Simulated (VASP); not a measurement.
# Ti (Im-3m) in VASP: further runs

The runs below take Ti through relaxation of cell and atoms, with PBE.

Program: VASP 6.6.1. These are calculated values, not measurements. Logs are shortened: lines on timing, memory, paths and dates and some standing lists are left out, and cuts for length are marked.

## (1) The cell of the first run

It takes space group Im-3m (No. 229, cubic). The conventional cell has a = 2.884 Å, b = 2.884 Å, c = 2.884 Å, α = 90.00°, β = 90.00°, γ = 90.00°. Ti (site symmetry m-3m) has 14 Ti at 2.50 to 2.88 Å within 3.3 Å.

This isn't the form of Ti at room conditions, which is hcp.

## (2) Relaxation of cell and atoms, PBE, target pressure 68 GPa, at which the enthalpy is minimised

Input file INCAR:

```
PREC = Accurate ; ENCUT = 600
EDIFF = 1E-6 ; ISMEAR = -1
SIGMA = 0.1 ; LREAL = False
LASPH = True ; NELM = 80
ALGO = Normal ; ISIF = 3
LWAVE = False ; LCHARG = False
GGA = PE ; IBRION = 2
NSW = 32 ; EDIFFG = -0.005
PSTRESS = 680.0
```

Input file KPOINTS:

```
regular mesh
0
Gamma
  19 19 19
```

Input file POSCAR:

```
Ti
1.0
   -1.4419429665      1.4419429665      1.4419429665
    1.4419429665     -1.4419429665      1.4419429665
    1.4419429665      1.4419429665     -1.4419429665
Ti
1
Direct
    0.0000000000      0.0000000000      0.0000000000
```

Potentials or basis: VASP PAW PBE potentials, release 64 (Ti_sv).

The run is started by

```sh
$ cat potpaw_PBE.64/Ti_sv/POTCAR > POTCAR
$ mpirun -np 1 vasp_std > vasp.out
```

OUTCAR:

```text
PREC = Accurate
   ENCUT = 600
   EDIFF = 1E-6
   ISMEAR = -1
   LREAL = False
   LASPH = True
   NELM = 80
   ISIF = 3
   GGA = PE
   IBRION = 2
   NSW = 32
   EDIFFG = -0.005
   PSTRESS = 680.0

 ion  position               nearest neighbor table
   1  0.000  0.000  0.000-

  LATTYP: Found a body centered cubic cell.
 ALAT       =     2.8838859330

  Lattice vectors:

 A1 = (  -1.4419429665,   1.4419429665,   1.4419429665)
 A2 = (   1.4419429665,  -1.4419429665,   1.4419429665)
 A3 = (   1.4419429665,   1.4419429665,  -1.4419429665)

Analysis of symmetry for initial positions (statically):
=====================================================================
 Subroutine PRICEL returns:
 Original cell was already a primitive cell.

 Routine SETGRP: Setting up the symmetry group for a
 body centered cubic supercell.

 Subroutine GETGRP returns: Found 48 space group operations
 (whereof 48 operations were pure point group operations)
 out of a pool of 48 trial point group operations.

The static configuration has the point symmetry O_h .

Analysis of symmetry for dynamics (positions and initial velocities):
=====================================================================
 Subroutine PRICEL returns:
 Original cell was already a primitive cell.

 Routine SETGRP: Setting up the symmetry group for a
 body centered cubic supercell.

 Subroutine GETGRP returns: Found 48 space group operations
 (whereof 48 operations were pure point group operations)
 out of a pool of 48 trial point group operations.

The dynamic configuration has the point symmetry O_h .

 Subroutine INISYM returns: Found 48 space group operations
 (whereof 48 operations are pure point group operations),
 and found     1 'primitive' translations

----------------------------------------------------------------------------------------

                                     Primitive cell

  volume of cell :      11.9923

  direct lattice vectors                    reciprocal lattice vectors
    -1.441942967  1.441942967  1.441942967     0.000000000  0.346754353  0.346754353
     1.441942967 -1.441942967  1.441942967     0.346754353  0.000000000  0.346754353
     1.441942967  1.441942967 -1.441942967     0.346754353  0.346754353  0.000000000

  length of vectors
     2.497518480  2.497518480  2.497518480     0.490384708  0.490384708  0.490384708

  position of ions in fractional coordinates (direct lattice)
     0.000000000  0.000000000  0.000000000

  ion indices of the primitive-cell ions
   primitive index   ion index
                 1           1

----------------------------------------------------------------------------------------

 KPOINTS: regular mesh

Automatic generation of k-mesh.
 Grid dimensions read from file:
 generate k-points for:   19   19   19

 Generating k-lattice:

  Cartesian coordinates                     Fractional coordinates (reciprocal lattice)
     0.000000000  0.018250229  0.018250229     0.052631579  0.000000000  0.000000000
     0.018250229  0.000000000  0.018250229     0.000000000  0.052631579  0.000000000
     0.018250229  0.018250229  0.000000000     0.000000000  0.000000000  0.052631579

  Length of vectors
     0.025809721  0.025809721  0.025809721

  Shift w.r.t. Gamma in fractional coordinates (k-lattice)
     0.000000000  0.000000000  0.000000000

 Subroutine IBZKPT returns following result:
 ===========================================

 Found    220 irreducible k-points:

 Following reciprocal coordinates:
            Coordinates               Weight
  0.000000  0.000000  0.000000      1.000000
  0.052632  0.000000  0.000000     12.000000
  0.105263  0.000000  0.000000     12.000000
  0.157895  0.000000  0.000000     12.000000
  0.210526  0.000000  0.000000     12.000000
  0.263158  0.000000  0.000000     12.000000
[... 16 lines left out ...]
  0.263158  0.105263  0.000000     48.000000
  0.315789  0.105263 -0.000000     48.000000
 [... further k-points ...]
   k-points           NKPTS =    220   k-points in BZ     NKDIM =    220   number of bands    NBANDS=     10
   number of dos      NEDOS =    301   number of ions     NIONS =      1
   total plane-waves  NPLWV =   8000
   dimension x,y,z NGX =    20 NGY =   20 NGZ =   20
   dimension x,y,z NGXF=    40 NGYF=   40 NGZF=   40
   ions per type =               1
   NGX,Y,Z   is equivalent  to a cutoff of  13.31, 13.31, 13.31 a.u.
   NGXF,Y,Z  is equivalent  to a cutoff of  26.63, 26.63, 26.63 a.u.
 SYSTEM =  unknown system
   PREC   = accura    normal or accurate (medium, high low for compatibility)
   ISTART =      0    job   : 0-new  1-cont  2-samecut
   ICHARG =      2    charge: 1-file 2-atom 10-const
   ISPIN  =      1    spin polarized calculation?
   LNONCOLLINEAR =      F non collinear calculations
   LSORBIT =      F    spin-orbit coupling
   LASPH  =      T    aspherical Exc in radial PAW
   ENCUT  =  600.0 eV  44.10 Ry    6.64 a.u.   4.99  4.99  4.99*2*pi/ulx,y,z
   NELM   =     80;   NELMIN=  2; NELMDL= -5     # of ELM steps
   EDIFF  = 0.1E-05   stopping-criterion for ELM
   LREAL  =      F    real-space projection
   EDIFFG = -.5E-02   stopping-criterion for IOM
   NSW    =     32    number of steps for IOM
   IBRION =      2    ionic relax: 0-MD 1-quasi-New 2-CG
   NFREE  =      1    steps in history (QN), initial steepest desc. (CG)
   ISIF   =      3    stress and relaxation
   ISYM   =      2    0-nonsym 1-usesym 2-fastsym
   POTIM  = 0.5000    time-step for ionic-motion
   TEBEG  =    0.0;   TEEND  =   0.0 temperature during run
   PSTRESS=  680.0 pullay stress
   NELECT =      12.0000    total number of electrons
   NUPDOWN=      -1.0000    fix difference up-down
   EMIN   =  10.00;   EMAX   =-10.00  energy-range for DOS
   EFERMI =   0.00;   METHOD = LEGACY
   ISMEAR =    -1;   SIGMA  =   0.10  broadening in eV -4-tet -1-fermi 0-gaus
   EFERMI_NEDOS =   21; number of points for ismear=-14 and -15
   IALGO  =     38    algorithm
   IMIX   =      4    mixing-type and parameters
     AMIX     =   0.40;   BMIX     =  1.00
     AMIX_MAG =   1.60;   BMIX_MAG =  1.00
  volume/ion in A,a.u.               =      11.99        80.93
  Fermi-wavevector in a.u.,A,eV,Ry     =   1.637447  3.094326 36.480371  2.681232
  Thomas-Fermi vector in A             =   2.728585
   LORBIT       =      0    0 simple, 1 ext, 2 COOP (PROOUT), +10 PAW based schemes
   GGA     = PE    functional components
   LHFCALC =     F    Hartree Fock is set to
   AEXX    =    0.0000 exact exchange contribution
   IVDW    =     0    specifies the selected vdW correction
   LEPSILON=     F    determine dielectric tensor
   LRPA    =     F    only Hartree local field effects (RPA)
 conjugate gradient relaxation of ions
 non-spin polarized calculation
  energy-cutoff  :      600.00
  volume of cell :       11.99
 maximum number of plane-waves:       417
   NGX =  9   NGY =  9   NGZ =  9

--------------------------------------- Ionic step        1  -------------------------------------------

 number of electron      12.0000003 magnetization

 Free energy of the ion-electron system (eV)
  ---------------------------------------------------
  ext. energy  EPLUGINS =         0.00000000
  ---------------------------------------------------
  free energy    TOTEN  =        -6.89325119 eV

  energy without entropy =       -6.85125770  energy(sigma->0) =       -6.87225445

------------------------ aborting loop because EDIFF is reached ----------------------------------------

  FORCE on cell =-STRESS in cart. coord.  units (eV):
  Direction    XX          YY          ZZ          XY          YZ          ZX
  --------------------------------------------------------------------------------------
  -------------------------------------------------------------------------------------
  Total        5.0182332      5.0182332      5.0182332     -0.0000000      0.0000000     -0.0000000
  in kB      670.4357719    670.4357719    670.4357719     -0.0000000      0.0000000     -0.0000000
  external PRESSURE =      -9.5642281 kB  Pullay stress =     680.0000000 kB
[... 59 lines left out ...]
  enthalpy is  TOTEN    =        -1.8030991781 eV   P V=        5.0372686779

--------------------------------------- Ionic step        3  -------------------------------------------

 number of electron      12.0000002 magnetization

 Free energy of the ion-electron system (eV)
  ---------------------------------------------------
  ext. energy  EPLUGINS =         0.00000000
  ---------------------------------------------------
  free energy    TOTEN  =        -6.87490307 eV

  energy without entropy =       -6.83330384  energy(sigma->0) =       -6.85410345

 E-fermi :  12.6169     XC(G=0): -13.3729

 val. band max:       12.6125339268   @ k =  -0.2632   0.2632   0.0526
 cond. band min:      12.6290713669   @ k =  -0.3158  -0.4737   0.1053
 fundamental gap:      0.0165374401
 Fermi energy:        12.6168556862

 k-point     1 :       0.0000    0.0000    0.0000
  band No.  band energies     occupation
      1     -43.4609      2.00000
      2     -18.4793      2.00000
      3     -18.4793      2.00000
      4     -18.4793      2.00000
      5       6.1869      2.00000
      6      13.8248      0.00001
      7      13.8248      0.00001
      8      13.8248      0.00001
      9      16.5540      0.00000
     10      16.5540      0.00000
[... 287 lines left out ...]
 k-point    24 :       0.3158    0.1053   -0.0000
  band No.  band energies     occupation
      1     -42.9870      2.00000
      2     -20.2165      2.00000
      3     -19.0514      2.00000
      4     -18.5846      2.00000
      5       9.5615      2.00000
      6      11.9135      1.99824
      7      13.5168      0.00025
      8      16.3458      0.00000
      9      17.2637      0.00000
     10      18.7028      0.00000

 [... further k-points ...]

------------------------ aborting loop because EDIFF is reached ----------------------------------------

  FORCE on cell =-STRESS in cart. coord.  units (eV):
  Direction    XX          YY          ZZ          XY          YZ          ZX
  --------------------------------------------------------------------------------------
  -------------------------------------------------------------------------------------
  Total        5.0707652      5.0707652      5.0707652      0.0000000     -0.0000000      0.0000000
  in kB      679.9237843    679.9237843    679.9237843      0.0000000     -0.0000000      0.0000000
  external PRESSURE =      -0.0762157 kB  Pullay stress =     680.0000000 kB
[... 16 lines left out ...]
  FREE ENERGIE OF THE ION-ELECTRON SYSTEM (eV)
  ---------------------------------------------------
  free  energy   TOTEN  =        -6.8749030652 eV

  energy  without entropy=       -6.8333038373  energy(sigma->0) =       -6.85410345

  enthalpy is  TOTEN    =        -1.8035694711 eV   P V=        5.0713335940

 reached required accuracy - stopping structural energy minimisation
```

It took 30 s on 1 thread of Intel Xeon 6975P-C (Granite Rapids), shared host; peak memory 0.15 GiB.

Results:

```yaml
Free_energy: -6.8749 eV
Relaxed_volume: 11.95 Å³/atom
Relaxed_cell: a = 2.494 Å, b = 2.494 Å, c = 2.494 Å, α = 109.47°, β = 109.47°, γ = 109.47°
Space_group_after_relaxing_to_0.1_Å: Im-3m (No. 229)
Energy_change_on_relaxing_the_run_minimises_the_enthalpy: +18.3 meV/atom
Ionic_steps: 3
Pressure_after_relaxing: 68.0 GPa
Band_gap_on_the_k_mesh: zero (bands 6 and 7 overlap by 2.12 eV)
```

Step by step:
| step | energy change (eV) | largest force (eV/Å) | pressure (GPa) | volume (Å³) |
| --- | --- | --- | --- | --- |
| 1 | 0.0000 | 0.0000 | 67.04 | 11.99 |
| 2 | 0.0529 | 0.0000 | 69.87 | 11.87 |
| 3 | 0.0183 | 0.0000 | 67.99 | 11.95 |

Final structure:
```yaml
crystal:
  lattice:
    - [-1.44019, 1.44019, 1.44019]
    - [1.44019, -1.44019, 1.44019]
    - [1.44019, 1.44019, -1.44019]
  atoms:
    - { symbol: Ti, position: [0.00000, 0.00000, 0.00000] }
```

Caveat: the cell is relaxed towards a set pressure, so the run minimises the enthalpy, not the energy.

(Part 1 of 2 ends here.)
